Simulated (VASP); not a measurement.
# Sr3Ru (Fm-3m) in VASP: single point with PBE

Aim: the single point of Sr3Ru with PBE.

Everything below comes from runs of VASP 6.6.1. Logs are shortened: lines on timing, memory, paths and dates and some standing lists are left out, and cuts for length are marked.

## (1) The cell of the first run

It takes space group Fm-3m (No. 225, cubic). The conventional cell has a = 7.616 Å, b = 7.616 Å, c = 7.616 Å, α = 90.00°, β = 90.00°, γ = 90.00°. Within 4.3 Å of Sr (site symmetry -43m) lie 10 Sr at 3.30 to 3.81 Å and 4 Ru at 3.30 Å. Sr (site symmetry m-3m) has 8 Sr at 3.30 Å and 6 Ru at 3.81 Å within 4.3 Å. Within 4.3 Å of Ru (site symmetry m-3m) lie 14 Sr at 3.30 to 3.81 Å.

## (2) Single point, PBE

INCAR

```
PREC = Accurate
ENCUT = 520
EDIFF = 1E-6
ISMEAR = 0
SIGMA = 0.1
LREAL = F
LASPH = T
NELM = 80
ALGO = Fast
ISIF = 2
LWAVE = F
LCHARG = T
GGA = PE
LELF = T
LVHAR = T
NBANDS = 30
```

KPOINTS

```
Automatic mesh
0
Gamma
  4 4 4
```

POSCAR

```
Sr3Ru
1.0
    0.0000000000      3.8081859500      3.8081859500
    3.8081859500      0.0000000000      3.8081859500
    3.8081859500      3.8081859500      0.0000000000
Sr Ru
3 1
Direct
    0.7500000000      0.7500000000      0.7500000000
    0.2500000000      0.2500000000      0.2500000000
    0.5000000000      0.5000000000      0.5000000000
    0.0000000000      0.0000000000      0.0000000000
```

Potentials or basis: VASP PAW PBE potentials, release 64 (Sr_sv, Ru_pv).

Command:

```
cat potpaw_PBE.64/Sr_sv/POTCAR potpaw_PBE.64/Ru_pv/POTCAR > POTCAR
mpirun -np 1 vasp_std > vasp.out
```

OUTCAR:

```text
PREC = Accurate
   ENCUT = 520
   EDIFF = 1E-6
   ISMEAR = 0
   LREAL = F
   LASPH = T
   NELM = 80
   ISIF = 2
   GGA = PE

 ion  position               nearest neighbor table
   1  0.750  0.750  0.750-   3 3.30   3 3.30   3 3.30   4 3.30   4 3.30   4 3.30   4 3.30   3 3.30
                             2 3.81   2 3.81   2 3.81   2 3.81   2 3.81   2 3.81
   2  0.250  0.250  0.250-   4 3.30   4 3.30   4 3.30   3 3.30   3 3.30   3 3.30   4 3.30   3 3.30
                             1 3.81   1 3.81   1 3.81   1 3.81   1 3.81   1 3.81
   3  0.500  0.500  0.500-   2 3.30   2 3.30   2 3.30   1 3.30   1 3.30   1 3.30   2 3.30   1 3.30
                             4 3.81   4 3.81   4 3.81   4 3.81   4 3.81   4 3.81
   4  0.000  0.000  0.000-   1 3.30   1 3.30   1 3.30   2 3.30   2 3.30   2 3.30   2 3.30   1 3.30
                             3 3.81   3 3.81   3 3.81   3 3.81   3 3.81   3 3.81

  LATTYP: Found a face centered cubic cell.
 ALAT       =     7.6163719000

  Lattice vectors:

 A1 = (   0.0000000000,   3.8081859500,   3.8081859500)
 A2 = (   3.8081859500,   0.0000000000,   3.8081859500)
 A3 = (   3.8081859500,   3.8081859500,   0.0000000000)

Analysis of symmetry for initial positions (statically):
=====================================================================
 Subroutine PRICEL returns:
 Original cell was already a primitive cell.

 Routine SETGRP: Setting up the symmetry group for a
 face centered cubic supercell.

 Subroutine GETGRP returns: Found 48 space group operations
 (whereof 48 operations were pure point group operations)
 out of a pool of 48 trial point group operations.

The static configuration has the point symmetry O_h .

Analysis of symmetry for dynamics (positions and initial velocities):
=====================================================================
 Subroutine PRICEL returns:
 Original cell was already a primitive cell.

 Routine SETGRP: Setting up the symmetry group for a
 face centered cubic supercell.

 Subroutine GETGRP returns: Found 48 space group operations
 (whereof 48 operations were pure point group operations)
 out of a pool of 48 trial point group operations.

The dynamic configuration has the point symmetry O_h .

 Subroutine INISYM returns: Found 48 space group operations
 (whereof 48 operations are pure point group operations),
 and found     1 'primitive' translations

----------------------------------------------------------------------------------------

                                     Primitive cell

  volume of cell :     110.4548

  direct lattice vectors                    reciprocal lattice vectors
     0.000000000  3.808185950  3.808185950    -0.131296110  0.131296110  0.131296110
     3.808185950  0.000000000  3.808185950     0.131296110 -0.131296110  0.131296110
     3.808185950  3.808185950  0.000000000     0.131296110  0.131296110 -0.131296110

  length of vectors
     5.385588219  5.385588219  5.385588219     0.227411533  0.227411533  0.227411533

  position of ions in fractional coordinates (direct lattice)
     0.750000000  0.750000000  0.750000000
     0.250000000  0.250000000  0.250000000
     0.500000000  0.500000000  0.500000000
     0.000000000  0.000000000  0.000000000

  ion indices of the primitive-cell ions
   primitive index   ion index
                 1           1
                 2           2
                 3           3
                 4           4

----------------------------------------------------------------------------------------

 KPOINTS: Automatic mesh

Automatic generation of k-mesh.
 Grid dimensions read from file:
 generate k-points for:    4    4    4

 Generating k-lattice:

  Cartesian coordinates                     Fractional coordinates (reciprocal lattice)
    -0.032824027  0.032824027  0.032824027     0.250000000  0.000000000  0.000000000
     0.032824027 -0.032824027  0.032824027     0.000000000  0.250000000  0.000000000
     0.032824027  0.032824027 -0.032824027     0.000000000  0.000000000  0.250000000

  Length of vectors
     0.056852883  0.056852883  0.056852883

  Shift w.r.t. Gamma in fractional coordinates (k-lattice)
     0.000000000  0.000000000  0.000000000

 Subroutine IBZKPT returns following result:
 ===========================================

 Found      8 irreducible k-points:

 Following reciprocal coordinates:
            Coordinates               Weight
  0.000000  0.000000  0.000000      1.000000
  0.250000  0.000000  0.000000      8.000000
  0.500000  0.000000  0.000000      4.000000
  0.250000  0.250000  0.000000      6.000000
  0.500000  0.250000  0.000000     24.000000
 -0.250000  0.250000  0.000000     12.000000
  0.500000  0.500000  0.000000      3.000000
 -0.250000  0.500000  0.250000      6.000000
   k-points           NKPTS =      8   k-points in BZ     NKDIM =      8   number of bands    NBANDS=     30
   number of dos      NEDOS =    301   number of ions     NIONS =      4
   total plane-waves  NPLWV =  64000
   dimension x,y,z NGX =    40 NGY =   40 NGZ =   40
   dimension x,y,z NGXF=    80 NGYF=   80 NGZF=   80
   ions per type =               3   1
   NGX,Y,Z   is equivalent  to a cutoff of  12.35, 12.35, 12.35 a.u.
   NGXF,Y,Z  is equivalent  to a cutoff of  24.69, 24.69, 24.69 a.u.
 SYSTEM =  unknown system
   PREC   = accura    normal or accurate (medium, high low for compatibility)
   ISTART =      0    job   : 0-new  1-cont  2-samecut
   ICHARG =      2    charge: 1-file 2-atom 10-const
   ISPIN  =      1    spin polarized calculation?
   LNONCOLLINEAR =      F non collinear calculations
   LSORBIT =      F    spin-orbit coupling
   LASPH  =      T    aspherical Exc in radial PAW
   ENCUT  =  520.0 eV  38.22 Ry    6.18 a.u.  10.01 10.01 10.01*2*pi/ulx,y,z
   NELM   =     80;   NELMIN=  2; NELMDL= -5     # of ELM steps
   EDIFF  = 0.1E-05   stopping-criterion for ELM
   LREAL  =      F    real-space projection
   EDIFFG = 0.1E-04   stopping-criterion for IOM
   NSW    =      0    number of steps for IOM
   IBRION =     -1    ionic relax: 0-MD 1-quasi-New 2-CG
   NFREE  =      0    steps in history (QN), initial steepest desc. (CG)
   ISIF   =      2    stress and relaxation
   ISYM   =      2    0-nonsym 1-usesym 2-fastsym
   POTIM  = 0.5000    time-step for ionic-motion
   TEBEG  =    0.0;   TEEND  =   0.0 temperature during run
   PSTRESS=    0.0 pullay stress
   NELECT =      44.0000    total number of electrons
   NUPDOWN=      -1.0000    fix difference up-down
   EMIN   =  10.00;   EMAX   =-10.00  energy-range for DOS
   EFERMI =   0.00;   METHOD = LEGACY
   ISMEAR =     0;   SIGMA  =   0.10  broadening in eV -4-tet -1-fermi 0-gaus
   EFERMI_NEDOS =   21; number of points for ismear=-14 and -15
   IALGO  =     68    algorithm
   IMIX   =      4    mixing-type and parameters
     AMIX     =   0.40;   BMIX     =  1.00
     AMIX_MAG =   1.60;   BMIX_MAG =  1.00
  volume/ion in A,a.u.               =      27.61       186.35
  Fermi-wavevector in a.u.,A,eV,Ry     =   1.204567  2.276301 19.741799  1.450981
  Thomas-Fermi vector in A             =   2.340288
   LORBIT       =      0    0 simple, 1 ext, 2 COOP (PROOUT), +10 PAW based schemes
   GGA     = PE    functional components
   LHFCALC =     F    Hartree Fock is set to
   AEXX    =    0.0000 exact exchange contribution
   IVDW    =     0    specifies the selected vdW correction
   LEPSILON=     F    determine dielectric tensor
   LRPA    =     F    only Hartree local field effects (RPA)
 non-spin polarized calculation
 RMM-DIIS sequential band-by-band and
 Gauss-broadening in eV      SIGMA  =   0.10
  energy-cutoff  :      520.00
  volume of cell :      110.45
 maximum number of plane-waves:      2996
   NGX = 21   NGY = 21   NGZ = 21

 number of electron      44.0000002 magnetization

 Free energy of the ion-electron system (eV)
  ---------------------------------------------------
  ext. energy  EPLUGINS =         0.00000000
  ---------------------------------------------------
  free energy    TOTEN  =       -11.65199782 eV

  energy without entropy =      -11.62941663  energy(sigma->0) =      -11.64070722

 E-fermi :   4.4645     XC(G=0):  -9.8360

 val. band max:        4.3417867680   @ k =   0.2500   0.0000   0.0000
 cond. band min:       4.5005293895   @ k =  -0.2500   0.5000   0.2500
 fundamental gap:      0.1587426215
 Fermi energy:         4.4644786815

 k-point     1 :       0.0000    0.0000    0.0000
  band No.  band energies     occupation
      1     -36.8639      2.00000
      2     -36.8639      2.00000
      3     -36.8639      2.00000
      4     -31.8107      2.00000
      5     -30.7984      2.00000
      6     -30.7544      2.00000
[... 22 lines left out ...]
     29       6.6579      0.00000
     30      10.0046      0.00000

 k-point     2 :       0.2500    0.0000    0.0000
  band No.  band energies     occupation
      1     -36.8641      2.00000
      2     -36.8639      2.00000
      3     -36.8639      2.00000
      4     -31.8020      2.00000
      5     -30.7980      2.00000
      6     -30.7645      2.00000
[... 22 lines left out ...]
     29       6.9757      0.00000
     30       8.7099      0.00000

 k-point     3 :       0.5000    0.0000    0.0000
  band No.  band energies     occupation
      1     -36.8643      2.00000
      2     -36.8639      2.00000
      3     -36.8639      2.00000
      4     -31.7933      2.00000
      5     -30.7903      2.00000
      6     -30.7820      2.00000
[... 22 lines left out ...]
     29       7.6049      0.00000
     30       8.6840      0.00000

 k-point     4 :       0.2500    0.2500    0.0000
  band No.  band energies     occupation
      1     -36.8641      2.00000
      2     -36.8639      2.00000
      3     -36.8639      2.00000
      4     -31.7992      2.00000
      5     -30.7996      2.00000
      6     -30.7660      2.00000
[... 22 lines left out ...]
     29       6.7596      0.00000
     30       8.9684      0.00000

 k-point     5 :       0.5000    0.2500    0.0000
  band No.  band energies     occupation
      1     -36.8643      2.00000
      2     -36.8640      2.00000
      3     -36.8639      2.00000
      4     -31.7905      2.00000
      5     -30.7949      2.00000
      6     -30.7805      2.00000
[... 22 lines left out ...]
     29       7.3242      0.00000
     30       8.2092      0.00000

 k-point     6 :      -0.2500    0.2500    0.0000
  band No.  band energies     occupation
      1     -36.8642      2.00000
      2     -36.8640      2.00000
      3     -36.8639      2.00000
      4     -31.7934      2.00000
      5     -30.7945      2.00000
      6     -30.7777      2.00000
[... 22 lines left out ...]
     29       7.5175      0.00000
     30       7.6595      0.00000

 k-point     7 :       0.5000    0.5000    0.0000
  band No.  band energies     occupation
      1     -36.8644      2.00000
      2     -36.8640      2.00000
      3     -36.8640      2.00000
      4     -31.7877      2.00000
      5     -30.8009      2.00000
      6     -30.7777      2.00000
[... 22 lines left out ...]
     29       6.4817      0.00000
     30       8.1285      0.00000

 k-point     8 :      -0.2500    0.5000    0.2500
  band No.  band energies     occupation
      1     -36.8642      2.00000
      2     -36.8642      2.00000
      3     -36.8640      2.00000
      4     -31.7877      2.00000
      5     -30.7893      2.00000
      6     -30.7893      2.00000
[... 22 lines left out ...]
     29       7.8666      0.00000
     30       7.8881      0.00000

------------------------ aborting loop because EDIFF is reached ----------------------------------------

  FORCE on cell =-STRESS in cart. coord.  units (eV):
  Direction    XX          YY          ZZ          XY          YZ          ZX
  --------------------------------------------------------------------------------------
  -------------------------------------------------------------------------------------
  Total        3.6924237      3.6924237      3.6924237     -0.0000000     -0.0000000      0.0000000
  in kB       53.5596437     53.5596437     53.5596437     -0.0000000     -0.0000000      0.0000000
  external PRESSURE =      53.5596437 kB  Pullay stress =       0.0000000 kB

 VOLUME and BASIS-vectors are now :
 -----------------------------------------------------------------------------
  energy-cutoff  :      520.00
  volume of cell :      110.45
      direct lattice vectors                 reciprocal lattice vectors
     0.000000000  3.808185950  3.808185950    -0.131296110  0.131296110  0.131296110
     3.808185950  0.000000000  3.808185950     0.131296110 -0.131296110  0.131296110
     3.808185950  3.808185950  0.000000000     0.131296110  0.131296110 -0.131296110

 POSITION                                       TOTAL-FORCE (eV/Angst)
 -----------------------------------------------------------------------------------
      5.71228      5.71228      5.71228         0.000000      0.000000      0.000000
      1.90409      1.90409      1.90409        -0.000000     -0.000000     -0.000000
      3.80819      3.80819      3.80819        -0.000000      0.000000      0.000000
      0.00000      0.00000      0.00000        -0.000000      0.000000      0.000000
 -----------------------------------------------------------------------------------
    total drift:                               -0.000000      0.000000      0.000000

  FREE ENERGIE OF THE ION-ELECTRON SYSTEM (eV)
  ---------------------------------------------------
  free  energy   TOTEN  =       -11.6519978193 eV

  energy  without entropy=      -11.6294166273  energy(sigma->0) =      -11.64070722
```

It took 42 s on 1 thread of AMD EPYC 7R13, shared host; peak memory 0.24 GiB.

Results:

* Free energy: -11.6520 eV
* Pressure: 5.4 GPa
* Band gap on the k mesh: zero (band 22 reaches 5.07 eV, above the bottom of band 23 at 4.50 eV)
